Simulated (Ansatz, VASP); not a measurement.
Two plane-wave programs on WS2

```
W S
1.0
     3.14624    0.00000   -0.07346
    -1.57312    2.72472    0.03673
    -0.29647    0.00000   12.69665
W S
2 4
Direct
  0.32769 0.65537 0.25000
  0.67231 0.34463 0.75000
  0.31621 0.67796 0.62649
  0.63825 0.32204 0.12649
  0.36175 0.67796 0.87351
  0.68379 0.32204 0.37351
```

Change from the starting cell: engineering shear strain xz -0.0467, engineering shear strain yz +0.0000.

Alike in both runs: functional PBEsol; k mesh 12 × 12 × 2; occupations gaussian, width 0.05 eV; no spin polarisation.

Ansatz relaxed the structure, and its values are those at the end. VASP's run is a single point on that final structure, the one shown.

```csv
,VASP,Ansatz
version,VASP 6.6.1,Ansatz 0.2.0
potentials or method,"VASP PAW PBE potentials, release 64 (W_sv, S), cutoff 520 eV","scalar-relativistic, plane waves, PAW"
valence electrons in the cell,52,52
```

Ansatz gave:

```
gap on the k mesh at the Fermi level (eV) : 1.09
least direct gap on the mesh (eV)         : 1.86
pressure (GPa)                            : 0.1
rms of the force components (eV/Å)        : 0.001
```

Problem. Which values does VASP return?

Solution. gap on the k mesh at the Fermi level (eV): 1.11; least direct gap on the mesh (eV): 1.87; pressure (GPa): 0.2; rms of the force components (eV/Å): 0.010.

VASP's potentials were made for PBE, not for PBEsol, and Ansatz warns of the same on its side. The functional is the same, so the differences come from potentials, cutoffs and numerics. Ansatz's warnings: stress scf threshold loose.

Neither program's run includes spin-orbit coupling.
